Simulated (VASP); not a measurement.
TaN:

```
Ta N
1.0
     5.18500    0.00000    0.00000
    -2.59250    4.49034    0.00000
     0.00000    0.00000    2.90800
Ta N
3 3
Direct
  0.00000 0.00000 0.00000
  0.33333 0.66667 0.50000
  0.66667 0.33333 0.50000
  0.50000 0.00000 0.00000
  0.50000 0.50000 0.00000
  0.00000 0.50000 0.00000
```

```yaml
Program: VASP 6.6.1
Task: relaxation of cell and atoms
Functional: PBE
Potentials_or_basis: VASP PAW PBE potentials, release 64 (Ta_pv, N)
Cutoff: 600 eV
k_mesh: 6 × 6 × 9
Occupations: fermi-dirac, width 0.05 eV
Spin: no spin polarisation
```

At the start: pressure 11.1 GPa; volume 11.28 Å³/atom.

Task: Where does the relaxation end?

Result: Over 6 steps the energy falls by 13.3 meV/atom and the volume is 11.69 Å³/atom (+3.6 %); space group P6/mmm (No. 191, to 0.1 Å) before and after.

Step by step:
```
step  energy change (eV)  largest force (eV/Å)  pressure (GPa)  volume (Å³)
   1              0.0000                0.0000           11.09        67.71
   2              0.3125                0.0000          -19.98        75.65
   3             -0.0774                0.0000           -0.16        70.05
   4             -0.0774                0.0000            0.11        69.99
   5             -0.0799                0.0000           -0.02        70.17
   6             -0.0801                0.0000           -0.02        70.14
```

Final structure:
```cif
data_structure
_symmetry_space_group_name_H-M 'P 1'
_symmetry_Int_Tables_number 1
_cell_length_a 5.2537
_cell_length_b 5.2537
_cell_length_c 2.9343
_cell_angle_alpha 90.000
_cell_angle_beta 90.000
_cell_angle_gamma 120.000
_cell_volume 70.14
loop_
_atom_site_label
_atom_site_type_symbol
_atom_site_fract_x
_atom_site_fract_y
_atom_site_fract_z
_atom_site_occupancy
Ta1 Ta 0.00000 0.00000 0.00000 1
Ta2 Ta 0.33333 0.66667 0.50000 1
Ta3 Ta 0.66667 0.33333 0.50000 1
N1 N 0.50000 0.00000 0.00000 1
N2 N 0.50000 0.50000 0.00000 1
N3 N 0.00000 0.50000 0.00000 1
```
